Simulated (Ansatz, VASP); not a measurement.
**Two plane-wave programs on Al**

```xyz
1
Lattice="0.0000 2.2720 1.6063 2.2720 0.0000 1.6063 2.2720 2.2720 0.0000" Properties=species:S:1:pos:R:3 pbc="T T T"
Al    0.0000    0.0000    0.0000
```

Alike in both runs: task single point; functional PBE; dispersion D3(BJ); k mesh 22 × 22 × 22; occupations gaussian, width 0.15 eV; no spin polarisation.

```csv
,VASP,Ansatz
version,VASP 6.6.1,Ansatz 0.2.0
potentials or method,"VASP PAW PBE potentials, release 64 (Al), cutoff 520 eV","scalar-relativistic, plane waves, PAW"
valence electrons in the cell,3,3
```

|  | VASP | Ansatz | Ansatz less VASP |
| --- | --- | --- | --- |
| gap on the k mesh at the Fermi level (eV) | none | none | - |
| pressure (GPa) | -1.9 | -1.9 | +0.02 |

A gap of «none» marks a metal or a gap that the smearing closes.
